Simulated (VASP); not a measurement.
# BeBPd3 (Pm-3m) in VASP: a series of runs

BeBPd3 is run at these levels: PBE; tasks: single point, relaxation of cell and atoms.

Everything below comes from runs of VASP 6.6.1. Logs are shortened: lines on timing, memory, paths and dates and some standing lists are left out, and cuts for length are marked.

**1. The cell of the first run**

Symmetry: Pm-3m, No. 221, cubic system. Conventional cell: a = 4.090 Å, b = 4.090 Å, c = 4.090 Å, α = 90.00°, β = 90.00°, γ = 90.00°. Be (site symmetry m-3m) has 12 Pd at 2.89 Å and 8 B at 3.54 Å within 3.8 Å. B (site symmetry m-3m) has 6 Pd at 2.04 Å within 2.7 Å. Pd (site symmetry 4/mmm) has 2 B at 2.04 Å within 2.7 Å.

**2. Single point, PBE**

INCAR reads:

```
  ALGO = Normal
  EDIFF = 1E-6
  ENCUT = 520
  GGA = PE
  ISIF = 2
  ISMEAR = 0
  LASPH = True
  LCHARG = False
  LREAL = False
  LWAVE = False
  NBANDS = 26
  NELM = 100
  PREC = Accurate
  SIGMA = 0.1
```

KPOINTS reads:

```
k-points
0
Gamma
  10 10 10
```

POSCAR reads:

```
BeBPd3
1.0
    4.0895198894      0.0000000000      0.0000000000
    0.0000000000      4.0895198894      0.0000000000
    0.0000000000      0.0000000000      4.0895198894
Be B Pd
1 1 3
Direct
    0.5000000000      0.5000000000      0.5000000000
    0.0000000000      0.0000000000      0.0000000000
    0.5000000000      0.0000000000      0.0000000000
    0.0000000000      0.5000000000      0.0000000000
    0.0000000000      0.0000000000      0.5000000000
```

Potentials or basis: VASP PAW PBE potentials, release 64 (Be, B, Pd).

Launch:

```
cat potpaw_PBE.64/Be/POTCAR potpaw_PBE.64/B/POTCAR potpaw_PBE.64/Pd/POTCAR > POTCAR
mpirun -np 1 vasp_std > vasp.out
```

OUTCAR:

```text
EDIFF = 1E-6
   ENCUT = 520
   GGA = PE
   ISIF = 2
   ISMEAR = 0
   LASPH = True
   LREAL = False
   NELM = 100
   PREC = Accurate

 ion  position               nearest neighbor table
   1  0.500  0.500  0.500-   3 2.89   4 2.89   5 2.89   3 2.89   4 2.89   3 2.89   5 2.89   3 2.89
                             4 2.89   5 2.89   4 2.89   5 2.89
   2  0.000  0.000  0.000-   3 2.04   4 2.04   5 2.04   5 2.04   4 2.04   3 2.04
   3  0.500  0.000  0.000-   2 2.04   2 2.04   4 2.89   5 2.89   1 2.89   5 2.89   1 2.89   4 2.89
                             1 2.89   1 2.89   4 2.89   5 2.89   5 2.89   4 2.89
   4  0.000  0.500  0.000-   2 2.04   2 2.04   3 2.89   5 2.89   1 2.89   5 2.89   1 2.89   3 2.89
                             5 2.89   5 2.89   1 2.89   3 2.89   1 2.89   3 2.89
   5  0.000  0.000  0.500-   2 2.04   2 2.04   3 2.89   4 2.89   1 2.89   3 2.89   4 2.89   1 2.89
                             4 2.89   4 2.89   1 2.89   3 2.89   3 2.89   1 2.89

  LATTYP: Found a simple cubic cell.
 ALAT       =     4.0895198894

  Lattice vectors:

 A1 = (   4.0895198894,   0.0000000000,   0.0000000000)
 A2 = (   0.0000000000,   4.0895198894,   0.0000000000)
 A3 = (   0.0000000000,   0.0000000000,   4.0895198894)

Analysis of symmetry for initial positions (statically):
=====================================================================
 Subroutine PRICEL returns:
 Original cell was already a primitive cell.

 Routine SETGRP: Setting up the symmetry group for a
 simple cubic supercell.

 Subroutine GETGRP returns: Found 48 space group operations
 (whereof 48 operations were pure point group operations)
 out of a pool of 48 trial point group operations.

The static configuration has the point symmetry O_h .

Analysis of symmetry for dynamics (positions and initial velocities):
=====================================================================
 Subroutine PRICEL returns:
 Original cell was already a primitive cell.

 Routine SETGRP: Setting up the symmetry group for a
 simple cubic supercell.

 Subroutine GETGRP returns: Found 48 space group operations
 (whereof 48 operations were pure point group operations)
 out of a pool of 48 trial point group operations.

The dynamic configuration has the point symmetry O_h .

 Subroutine INISYM returns: Found 48 space group operations
 (whereof 48 operations are pure point group operations),
 and found     1 'primitive' translations

----------------------------------------------------------------------------------------

                                     Primitive cell

  volume of cell :      68.3938

  direct lattice vectors                    reciprocal lattice vectors
     4.089519889  0.000000000  0.000000000     0.244527482  0.000000000  0.000000000
     0.000000000  4.089519889  0.000000000     0.000000000  0.244527482  0.000000000
     0.000000000  0.000000000  4.089519889     0.000000000  0.000000000  0.244527482

  length of vectors
     4.089519889  4.089519889  4.089519889     0.244527482  0.244527482  0.244527482

  position of ions in fractional coordinates (direct lattice)
     0.500000000  0.500000000  0.500000000
     0.000000000  0.000000000  0.000000000
     0.500000000  0.000000000  0.000000000
     0.000000000  0.500000000  0.000000000
     0.000000000  0.000000000  0.500000000

  ion indices of the primitive-cell ions
   primitive index   ion index
                 1           1
                 2           2
                 3           3
                 4           4
                 5           5

----------------------------------------------------------------------------------------

 KPOINTS: k-points

Automatic generation of k-mesh.
 Grid dimensions read from file:
 generate k-points for:   10   10   10

 Generating k-lattice:

  Cartesian coordinates                     Fractional coordinates (reciprocal lattice)
     0.024452748  0.000000000  0.000000000     0.100000000  0.000000000  0.000000000
     0.000000000  0.024452748  0.000000000     0.000000000  0.100000000  0.000000000
     0.000000000  0.000000000  0.024452748     0.000000000  0.000000000  0.100000000

  Length of vectors
     0.024452748  0.024452748  0.024452748

  Shift w.r.t. Gamma in fractional coordinates (k-lattice)
     0.000000000  0.000000000  0.000000000

 Subroutine IBZKPT returns following result:
 ===========================================

 Found     56 irreducible k-points:

 Following reciprocal coordinates:
            Coordinates               Weight
  0.000000  0.000000  0.000000      1.000000
  0.100000  0.000000  0.000000      6.000000
  0.200000  0.000000  0.000000      6.000000
  0.300000  0.000000  0.000000      6.000000
  0.400000  0.000000  0.000000      6.000000
  0.500000  0.000000  0.000000      3.000000
[... 16 lines left out ...]
  0.200000  0.100000  0.100000     24.000000
  0.300000  0.100000  0.100000     24.000000
 [... further k-points ...]
   k-points           NKPTS =     56   k-points in BZ     NKDIM =     56   number of bands    NBANDS=     26
   number of dos      NEDOS =    301   number of ions     NIONS =      5
   total plane-waves  NPLWV =  27000
   dimension x,y,z NGX =    30 NGY =   30 NGZ =   30
   dimension x,y,z NGXF=    60 NGYF=   60 NGZF=   60
   ions per type =               1   1   3
   NGX,Y,Z   is equivalent  to a cutoff of  12.20, 12.20, 12.20 a.u.
   NGXF,Y,Z  is equivalent  to a cutoff of  24.39, 24.39, 24.39 a.u.
 SYSTEM =  unknown system
   PREC   = accura    normal or accurate (medium, high low for compatibility)
   ISTART =      0    job   : 0-new  1-cont  2-samecut
   ICHARG =      2    charge: 1-file 2-atom 10-const
   ISPIN  =      1    spin polarized calculation?
   LNONCOLLINEAR =      F non collinear calculations
   LSORBIT =      F    spin-orbit coupling
   LASPH  =      T    aspherical Exc in radial PAW
   ENCUT  =  520.0 eV  38.22 Ry    6.18 a.u.   7.60  7.60  7.60*2*pi/ulx,y,z
   NELM   =    100;   NELMIN=  2; NELMDL= -5     # of ELM steps
   EDIFF  = 0.1E-05   stopping-criterion for ELM
   LREAL  =      F    real-space projection
   EDIFFG = 0.1E-04   stopping-criterion for IOM
   NSW    =      0    number of steps for IOM
   IBRION =     -1    ionic relax: 0-MD 1-quasi-New 2-CG
   NFREE  =      0    steps in history (QN), initial steepest desc. (CG)
   ISIF   =      2    stress and relaxation
   ISYM   =      2    0-nonsym 1-usesym 2-fastsym
   POTIM  = 0.5000    time-step for ionic-motion
   TEBEG  =    0.0;   TEEND  =   0.0 temperature during run
   PSTRESS=    0.0 pullay stress
   NELECT =      35.0000    total number of electrons
   NUPDOWN=      -1.0000    fix difference up-down
   EMIN   =  10.00;   EMAX   =-10.00  energy-range for DOS
   EFERMI =   0.00;   METHOD = LEGACY
   ISMEAR =     0;   SIGMA  =   0.10  broadening in eV -4-tet -1-fermi 0-gaus
   EFERMI_NEDOS =   21; number of points for ismear=-14 and -15
   IALGO  =     38    algorithm
   IMIX   =      4    mixing-type and parameters
     AMIX     =   0.40;   BMIX     =  1.00
     AMIX_MAG =   1.60;   BMIX_MAG =  1.00
  volume/ion in A,a.u.               =      13.68        92.31
  Fermi-wavevector in a.u.,A,eV,Ry     =   1.309459  2.474518 23.329671  1.714682
  Thomas-Fermi vector in A             =   2.440056
   LORBIT       =      0    0 simple, 1 ext, 2 COOP (PROOUT), +10 PAW based schemes
   GGA     = PE    functional components
   LHFCALC =     F    Hartree Fock is set to
   AEXX    =    0.0000 exact exchange contribution
   IVDW    =     0    specifies the selected vdW correction
   LEPSILON=     F    determine dielectric tensor
   LRPA    =     F    only Hartree local field effects (RPA)
 non-spin polarized calculation
 Gauss-broadening in eV      SIGMA  =   0.10
  energy-cutoff  :      520.00
  volume of cell :       68.39
 maximum number of plane-waves:      1863
   NGX = 15   NGY = 15   NGZ = 15

 number of electron      35.0000020 magnetization

 Free energy of the ion-electron system (eV)
  ---------------------------------------------------
  ext. energy  EPLUGINS =         0.00000000
  ---------------------------------------------------
  free energy    TOTEN  =       -26.34572733 eV

  energy without entropy =      -26.33042769  energy(sigma->0) =      -26.33807751

 E-fermi :   8.0039     XC(G=0): -11.8127

 val. band max:        7.9811132262   @ k =   0.2000   0.1000   0.1000
 cond. band min:       8.0139910522   @ k =   0.4000   0.3000   0.2000
 fundamental gap:      0.0328778260
 Fermi energy:         8.0038835098

 k-point     1 :       0.0000    0.0000    0.0000
  band No.  band energies     occupation
      1      -3.1390      2.00000
      2       1.2795      2.00000
      3       2.8178      2.00000
      4       2.8178      2.00000
      5       2.8178      2.00000
      6       3.7119      2.00000
[... 18 lines left out ...]
     25      14.4079      0.00000
     26      19.6998      0.00000

 k-point     2 :       0.1000    0.0000    0.0000
  band No.  band energies     occupation
      1      -3.0627      2.00000
      2       1.3544      2.00000
      3       2.8351      2.00000
      4       2.8442      2.00000
      5       2.8442      2.00000
      6       3.6992      2.00000
[... 18 lines left out ...]
     25      14.7509      0.00000
     26      19.1519      0.00000

 k-point     3 :       0.2000    0.0000    0.0000
  band No.  band energies     occupation
      1      -2.8444      2.00000
      2       1.5714      2.00000
      3       2.8822      2.00000
      4       2.9249      2.00000
      5       2.9249      2.00000
      6       3.6204      2.00000
[... 18 lines left out ...]
     25      15.7309      0.00000
     26      18.0757      0.00000

 k-point     4 :       0.3000    0.0000    0.0000
  band No.  band energies     occupation
      1      -2.5250      2.00000
      2       1.8905      2.00000
      3       2.8453      2.00000
      4       2.9438      2.00000
      5       3.0633      2.00000
      6       3.0633      2.00000
[... 18 lines left out ...]
     25      17.0132      0.00000
     26      17.0812      0.00000
[... 496 lines left out ...]
      1      -2.9104      2.00000
      2       1.5022      2.00000
      3       2.7739      2.00000
      4       2.9225      2.00000
      5       2.9225      2.00000
      6       3.7947      2.00000
[... 18 lines left out ...]
     25      14.9520      0.00000
     26      18.1987      0.00000

 k-point    23 :       0.2000    0.1000    0.1000
  band No.  band energies     occupation
      1      -2.6929      2.00000
      2       1.7140      2.00000
      3       2.7618      2.00000
      4       2.9411      2.00000
      5       2.9890      2.00000
      6       3.6219      2.00000
[... 18 lines left out ...]
     25      15.8883      0.00000
     26      17.1047      0.00000

 k-point    24 :       0.3000    0.1000    0.1000
  band No.  band energies     occupation
      1      -2.3728      2.00000
      2       2.0061      2.00000
      3       2.5981      2.00000
      4       2.7967      2.00000
      5       2.9799      2.00000
      6       3.3445      2.00000
[... 18 lines left out ...]
     25      16.3033      0.00000
     26      16.9688      0.00000

 [... further k-points ...]
[... 5 lines left out ...]
  --------------------------------------------------------------------------------------
  -------------------------------------------------------------------------------------
  Total        0.0274545      0.0274545      0.0274545     -0.0000000     -0.0000000      0.0000000
  in kB        0.6431425      0.6431425      0.6431425     -0.0000000     -0.0000000      0.0000000
  external PRESSURE =       0.6431425 kB  Pullay stress =       0.0000000 kB

 VOLUME and BASIS-vectors are now :
 -----------------------------------------------------------------------------
  energy-cutoff  :      520.00
  volume of cell :       68.39
      direct lattice vectors                 reciprocal lattice vectors
     4.089519889  0.000000000  0.000000000     0.244527482  0.000000000  0.000000000
     0.000000000  4.089519889  0.000000000     0.000000000  0.244527482  0.000000000
     0.000000000  0.000000000  4.089519889     0.000000000  0.000000000  0.244527482

 POSITION                                       TOTAL-FORCE (eV/Angst)
 -----------------------------------------------------------------------------------
      2.04476      2.04476      2.04476         0.000000      0.000000      0.000000
      0.00000      0.00000      0.00000         0.000000      0.000000      0.000000
      2.04476      0.00000      0.00000         0.000000      0.000000      0.000000
      0.00000      2.04476      0.00000         0.000000      0.000000      0.000000
      0.00000      0.00000      2.04476         0.000000      0.000000      0.000000
 -----------------------------------------------------------------------------------
    total drift:                                0.000000     -0.000000      0.000000

  FREE ENERGIE OF THE ION-ELECTRON SYSTEM (eV)
  ---------------------------------------------------
  free  energy   TOTEN  =       -26.3457273263 eV

  energy  without entropy=      -26.3304276937  energy(sigma->0) =      -26.33807751
```

Run time: 55 s. Hardware: 1 thread of Intel Xeon Platinum 8488C (Sapphire Rapids), shared host; peak memory 0.23 GiB.

Results:

```
Free energy : -26.3457 eV
Pressure    : 0.1 GPa
```

**3. Relaxation of cell and atoms, PBE**

INCAR reads:

```
PREC = Accurate
ENCUT = 600
EDIFF = 1E-7
ISMEAR = 0
SIGMA = 0.1
LREAL = False
LASPH = True
NELM = 100
ALGO = Normal
ISIF = 3
LWAVE = False
LCHARG = False
GGA = PE
IBRION = 2
NSW = 100
EDIFFG = -0.005
```

KPOINTS reads:

```
regular mesh
0
Gamma
  10 10 10
```

Edit POSCAR of step 2 so:

```diff
@@ -2,5 +2,5 @@
 1.0
-    4.0895198894      0.0000000000      0.0000000000
-    0.0000000000      4.0895198894      0.0000000000
-    0.0000000000      0.0000000000      4.0895198894
+    4.0879611173      0.0000000000      0.0000000000
+    0.0000000000      4.0879611173      0.0000000000
+    0.0000000000      0.0000000000      4.0879611173
 Be B Pd
```

Potentials or basis: VASP PAW PBE potentials, release 64 (Be, B, Pd).

Launch:

```
cat potpaw_PBE.64/Be/POTCAR potpaw_PBE.64/B/POTCAR potpaw_PBE.64/Pd/POTCAR > POTCAR
mpirun -np 1 vasp_std > vasp.out
```

Wall time 1.9 min (1 thread of Intel Xeon Platinum 8488C (Sapphire Rapids), shared host); peak memory 0.28 GiB.

It converged, with:

- Free energy: -26.3461 eV
- Relaxed volume: 13.68 Å³/atom
- Relaxed cell: a = 4.090 Å, b = 4.090 Å, c = 4.090 Å, α = 90.00°, β = 90.00°, γ = 90.00°
- Space group after relaxing (to 0.05 Å): Pm-3m (No. 221)
- Energy gained by relaxing: 0.0 meV/atom
- Ionic steps: 3
- Pressure after relaxing: 0.0 GPa

Final structure:
```xyz
5
Lattice="4.0898 0.0000 0.0000 0.0000 4.0898 0.0000 0.0000 0.0000 4.0898" Properties=species:S:1:pos:R:3 pbc="T T T"
Be    2.0449    2.0449    2.0449
B     0.0000    0.0000    0.0000
Pd    2.0449    0.0000    0.0000
Pd    0.0000    2.0449    0.0000
Pd    0.0000    0.0000    2.0449
```

Levels at points of the mesh, in eV from the Fermi level:
```tsv
k point	band 16	band 17	band 18	band 19	band 20	band 21
(0.00, 0.00, 0.00)	-1.28	-1.28	-1.28	-1.13	3.08	3.08
(0.50, 0.00, 0.00)	-1.98	-1.28	1.39	1.39	3.40	3.95
(0.50, 0.50, 0.00)	-1.99	-0.73	-0.18	-0.18	3.08	5.42
(0.50, 0.50, 0.50)	-1.34	-1.09	-1.09	-1.09	2.45	2.45
```
